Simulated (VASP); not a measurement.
# Zn2SiN (P-3m1) in VASP: a series of runs

The runs below take Zn2SiN through relaxation of cell and atoms, single point, with PBE.

Program: VASP 6.6.1. These are calculated values, not measurements. Logs are shortened: lines on timing, memory, paths and dates and some standing lists are left out, and cuts for length are marked.

### Step 1. The cell of the first run

Symmetry: P-3m1, No. 164, trigonal system. The conventional cell has a = 3.309 Å, b = 3.309 Å, c = 5.408 Å, α = 90.00°, β = 90.00°, γ = 120.00°. Within 3.1 Å of Zn (site symmetry 3m) lie 3 N at 2.34 Å and 3 Si at 2.34 Å. Si (site symmetry -3m) has 6 Zn at 2.34 Å and 2 N at 2.70 Å within 3.1 Å. N (site symmetry -3m) has 6 Zn at 2.34 Å and 2 Si at 2.70 Å within 3.1 Å.

The cell was generated, and may not be a known phase.

### Step 2. Relaxation of cell and atoms, PBE

Input file INCAR:

```
ALGO = Normal
EDIFF = 1E-7
EDIFFG = -0.04
ENCUT = 600
GGA = PE
GGA_COMPAT = F
IBRION = 2
ISIF = 3
ISMEAR = 0
LASPH = T
LCHARG = F
LREAL = F
LWAVE = F
NELM = 120
NELMIN = 4
NSW = 90
PREC = Accurate
SIGMA = 0.1
```

Input file KPOINTS:

```
k-points
0
Gamma
  6 6 4
```

Input file POSCAR:

```
Zn2SiN
1.0
    3.3094977800      0.0000000000      0.0000000000
   -1.6547488900      2.8661091500      0.0000000000
    0.0000000000      0.0000000000      5.4084807100
Zn Si N
2 1 1
Direct
    0.3333333300      0.6666666700      0.2490769000
    0.6666666700      0.3333333300      0.7509231000
    0.0000000000      0.0000000000      0.5000000000
    0.0000000000      0.0000000000      0.0000000000
```

Potentials or basis: VASP PAW PBE potentials, release 64 (Zn, Si, N).

On the command line:

```sh
> cat potpaw_PBE.64/Zn/POTCAR potpaw_PBE.64/Si/POTCAR potpaw_PBE.64/N/POTCAR > POTCAR
> mpirun -np 1 vasp_std > vasp.out
```

OUTCAR:

```text
EDIFF = 1E-7
   EDIFFG = -0.04
   ENCUT = 600
   GGA = PE
   IBRION = 2
   ISIF = 3
   ISMEAR = 0
   LASPH = T
   LREAL = F
   NELM = 120
   NELMIN = 4
   NSW = 90
   PREC = Accurate

 ion  position               nearest neighbor table
   1  0.333  0.667  0.249-   4 2.34   4 2.34   4 2.34   3 2.34   3 2.34   3 2.34
   2  0.667  0.333  0.751-   4 2.34   4 2.34   4 2.34   3 2.34   3 2.34   3 2.34
   3  0.000  0.000  0.500-   1 2.34   2 2.34   1 2.34   2 2.34   2 2.34   1 2.34
   4  0.000  0.000  0.000-   1 2.34   2 2.34   1 2.34   2 2.34   2 2.34   1 2.34

  LATTYP: Found a hexagonal cell.
 ALAT       =     3.3094977800
 C/A-ratio  =     1.6342300462

  Lattice vectors:

 A1 = (   3.3094977800,   0.0000000000,   0.0000000000)
 A2 = (  -1.6547488900,   2.8661091500,   0.0000000000)
 A3 = (   0.0000000000,   0.0000000000,   5.4084807100)

Analysis of symmetry for initial positions (statically):
=====================================================================
 Subroutine PRICEL returns:
 Original cell was already a primitive cell.

 Routine SETGRP: Setting up the symmetry group for a
 hexagonal supercell.

 Subroutine GETGRP returns: Found 12 space group operations
 (whereof 12 operations were pure point group operations)
 out of a pool of 24 trial point group operations.

The static configuration has the point symmetry D_3d.

Analysis of symmetry for dynamics (positions and initial velocities):
=====================================================================
 Subroutine PRICEL returns:
 Original cell was already a primitive cell.

 Routine SETGRP: Setting up the symmetry group for a
 hexagonal supercell.

 Subroutine GETGRP returns: Found 12 space group operations
 (whereof 12 operations were pure point group operations)
 out of a pool of 24 trial point group operations.

The dynamic configuration has the point symmetry D_3d.

 Subroutine INISYM returns: Found 12 space group operations
 (whereof 12 operations are pure point group operations),
 and found     1 'primitive' translations

----------------------------------------------------------------------------------------

                                     Primitive cell

  volume of cell :      51.3015

  direct lattice vectors                    reciprocal lattice vectors
     3.309497780  0.000000000  0.000000000     0.302160650  0.174452533  0.000000000
    -1.654748890  2.866109150  0.000000000     0.000000000  0.348905065  0.000000000
     0.000000000  0.000000000  5.408480710     0.000000000  0.000000000  0.184894808

  length of vectors
     3.309497780  3.309497779  5.408480710     0.348905065  0.348905065  0.184894808

  position of ions in fractional coordinates (direct lattice)
     0.333333330  0.666666670  0.249076900
     0.666666670  0.333333330  0.750923100
     0.000000000  0.000000000  0.500000000
     0.000000000  0.000000000  0.000000000

  ion indices of the primitive-cell ions
   primitive index   ion index
                 1           1
                 2           2
                 3           3
                 4           4

----------------------------------------------------------------------------------------

 KPOINTS: k-points

Automatic generation of k-mesh.
 Grid dimensions read from file:
 generate k-points for:    6    6    4

 Generating k-lattice:

  Cartesian coordinates                     Fractional coordinates (reciprocal lattice)
     0.050360108  0.029075422  0.000000000     0.166666667 -0.000000000  0.000000000
     0.000000000  0.058150844  0.000000000     0.000000000  0.166666667  0.000000000
     0.000000000  0.000000000  0.046223702     0.000000000  0.000000000  0.250000000

  Length of vectors
     0.058150844  0.058150844  0.046223702

  Shift w.r.t. Gamma in fractional coordinates (k-lattice)
     0.000000000  0.000000000  0.000000000

 Subroutine IBZKPT returns following result:
 ===========================================

 Found     24 irreducible k-points:

 Following reciprocal coordinates:
            Coordinates               Weight
[... 39 lines left out ...]
  energy-cutoff  :      600.00
  volume of cell :       51.30
 maximum number of plane-waves:      1761
 NGX is ok and might be reduce to    28
   NGX = 13   NGY = 13   NGZ = 21

--------------------------------------- Ionic step        1  -------------------------------------------

 number of electron      32.9999999 magnetization

 Free energy of the ion-electron system (eV)
  ---------------------------------------------------
  ext. energy  EPLUGINS =         0.00000000
  ---------------------------------------------------
  free energy    TOTEN  =       -12.66161534 eV

  energy without entropy =      -12.65281273  energy(sigma->0) =      -12.65721404

------------------------ aborting loop because EDIFF is reached ----------------------------------------

  FORCE on cell =-STRESS in cart. coord.  units (eV):
  Direction    XX          YY          ZZ          XY          YZ          ZX
  --------------------------------------------------------------------------------------
  -------------------------------------------------------------------------------------
  Total        4.5385572      4.5385572      0.9808466      0.0000000      0.0000000      0.0000000
  in kB      141.7419146    141.7419144     30.6324397      0.0000000      0.0000000      0.0000000
  external PRESSURE =     104.7054229 kB  Pullay stress =       0.0000000 kB
[... 61 lines left out ...]
  energy  without entropy=      -13.5956718400  energy(sigma->0) =      -13.59784143

--------------------------------------- Ionic step        3  -------------------------------------------

 number of electron      32.9999995 magnetization

 E-fermi :   3.9506     XC(G=0): -10.8602

 val. band max:        3.8798859689   @ k =   0.3333   0.1667   0.5000
 cond. band min:       4.0162791327   @ k =   0.0000   0.1667   0.2500
 fundamental gap:      0.1363931638
 Fermi energy:         3.9505648935

 k-point     1 :       0.0000    0.0000    0.0000
  band No.  band energies     occupation
      1     -10.3879      2.00000
      2      -5.4557      2.00000
      3      -3.6805      2.00000
      4      -3.2204      2.00000
      5      -3.2203      2.00000
      6      -3.0804      2.00000
[... 12 lines left out ...]
     19       7.3049      0.00000
[... 559 lines left out ...]
  FREE ENERGIE OF THE ION-ELECTRON SYSTEM (eV)
  ---------------------------------------------------
  free  energy   TOTEN  =       -13.6259993674 eV

  energy  without entropy=      -13.6211983486  energy(sigma->0) =      -13.62359886

[... ionic steps 4 to 17 ...]

--------------------------------------- Ionic step       18  -------------------------------------------

 number of electron      33.0000020 magnetization

------------------------ aborting loop because EDIFF is reached ----------------------------------------

  FORCE on cell =-STRESS in cart. coord.  units (eV):
  Direction    XX          YY          ZZ          XY          YZ          ZX
  --------------------------------------------------------------------------------------
  -------------------------------------------------------------------------------------
  Total        0.1182425      0.1182425      0.0851662      0.0000000      0.0000000      0.0000000
  in kB        3.5653657      3.5653657      2.5680173      0.0000000      0.0000000      0.0000000
  external PRESSURE =       3.2329162 kB  Pullay stress =       0.0000000 kB
[... 61 lines left out ...]
  energy  without entropy=      -14.1018438365  energy(sigma->0) =      -14.10953778

--------------------------------------- Ionic step       20  -------------------------------------------

 number of electron      33.0000006 magnetization

 Free energy of the ion-electron system (eV)
  ---------------------------------------------------
  ext. energy  EPLUGINS =         0.00000000
  ---------------------------------------------------
  free energy    TOTEN  =       -14.11751462 eV

  energy without entropy =      -14.10190506  energy(sigma->0) =      -14.10970984

 E-fermi :   4.8055     XC(G=0): -11.3420

 val. band max:        4.7757608240   @ k =   0.3333   0.1667   0.2500
 cond. band min:       4.8203241021   @ k =   0.0000   0.0000   0.5000
 fundamental gap:      0.0445632781
 Fermi energy:         4.8054575500

 k-point     1 :       0.0000    0.0000    0.0000
  band No.  band energies     occupation
      1     -10.5639      2.00000
      2      -5.8331      2.00000
      3      -3.4006      2.00000
      4      -2.3632      2.00000
      5      -2.3632      2.00000
      6      -1.9511      2.00000
[... 12 lines left out ...]
     19      10.7935      0.00000
[... 559 lines left out ...]
  FREE ENERGIE OF THE ION-ELECTRON SYSTEM (eV)
  ---------------------------------------------------
  free  energy   TOTEN  =       -14.1175146219 eV

  energy  without entropy=      -14.1019050580  energy(sigma->0) =      -14.10970984

 reached required accuracy - stopping structural energy minimisation
```

Run time: 4.8 min. Hardware: 1 thread of Intel Xeon 6975P-C (Granite Rapids), shared host; peak memory 0.2 GiB.

What came out:

* Free energy: -14.1175 eV
* Relaxed volume: 13.42 Å³/atom
* Relaxed cell: a = 3.093 Å, b = 3.093 Å, c = 6.477 Å, α = 90.00°, β = 90.00°, γ = 120.00°
* Space group after relaxing (to 0.1 Å): P-3m1 (No. 164)
* Energy gained by relaxing: 364.0 meV/atom
* Ionic steps: 20
* Pressure after relaxing: -0.2 GPa
* Largest force after relaxing: 0.035 eV/Å
* Band gap on the k mesh: zero (an odd number of electrons rules out a gap without spin polarisation)

Forces in eV/Å, atoms in the order of the input:
```
Zn   0.000  0.000 -0.035
Zn   0.000  0.000  0.035
Si   0.000  0.000  0.000
N    0.000  0.000  0.000
```

Stress tensor (GPa, compression positive):
```
-0.28  0.00  0.00
 0.00 -0.28  0.00
 0.00  0.00 -0.15
```

Step by step:
| step | energy change (eV) | largest force (eV/Å) | pressure (GPa) | volume (Å³) |
| --- | --- | --- | --- | --- |
| 1 | 0.0000 | 3.6093 | 10.47 | 51.30 |
| 2 | -0.9384 | 1.4088 | -5.68 | 57.75 |
| 3 | -0.9644 | 1.0724 | -7.50 | 59.08 |
| 4 | -1.2248 | 0.2916 | -0.76 | 54.71 |
| 5 | -1.2331 | 0.0882 | 1.05 | 53.86 |
| 6 | -1.3007 | 0.0623 | 0.89 | 53.81 |
| 7 | -1.3861 | 0.5607 | 1.77 | 53.37 |
| 8 | -1.3851 | 0.7334 | 2.63 | 53.16 |
| 9 | -1.4261 | 0.0068 | -2.38 | 55.16 |
| 10 | -1.4271 | 0.1066 | -1.75 | 54.89 |
| 11 | -1.4422 | 0.0408 | -0.77 | 54.01 |
| 12 | -1.4467 | 0.1543 | 1.26 | 52.58 |
| 13 | -1.4496 | 0.1138 | 0.32 | 53.18 |
| 14 | -1.4497 | 0.1191 | 0.43 | 53.11 |
| 15 | -1.4524 | 0.1173 | 0.40 | 53.13 |
| 16 | -1.4533 | 0.1153 | 0.37 | 53.13 |
| 17 | -1.4529 | 0.1237 | 0.36 | 53.13 |
| 18 | -1.4536 | 0.1150 | 0.32 | 53.13 |
| 19 | -1.4556 | 0.0606 | -0.04 | 53.49 |
| 20 | -1.4559 | 0.0347 | -0.24 | 53.67 |

Final structure:
```
Zn Si N
1.0
     3.09315    0.00000    0.00000
    -1.54658    2.67875    0.00000
     0.00000    0.00000    6.47726
Zn Si N
2 1 1
Direct
  0.33333 0.66667 0.17477
  0.66667 0.33333 0.82523
  0.00000 0.00000 0.50000
  0.00000 0.00000 0.00000
```

Levels at points of the mesh, in eV from the Fermi level:
```csv
k point,band 13,band 14,band 15,band 16,band 17,band 18,band 19,band 20
"(0.00, 0.00, 0.00)",-6.27,-0.79,0.02,0.02,0.69,5.99,5.99,6.23
"(0.50, 0.00, 0.00)",-5.15,-4.10,-3.47,-1.34,-0.44,1.52,3.21,4.30
"(0.00, 0.00, 0.50)",-5.23,-3.66,0.01,0.01,3.69,4.26,5.92,5.92
"(0.50, 0.00, 0.50)",-4.97,-4.64,-2.06,-1.27,-0.63,1.44,2.92,3.63
```

Caveat: the k points lie up to 0.39 Å⁻¹ apart in the final cell, too coarse for converged energies and pressures of a metal; a cell axis changed by over 15 % at a fixed basis, so the end point is rough; an odd number of electrons without spin polarisation forces a metal; a magnetic or distorted state may lie lower.

[end of part 1 of 2]

The gap in the log of VASP goes by the Fermi energy; the results here count the filled bands.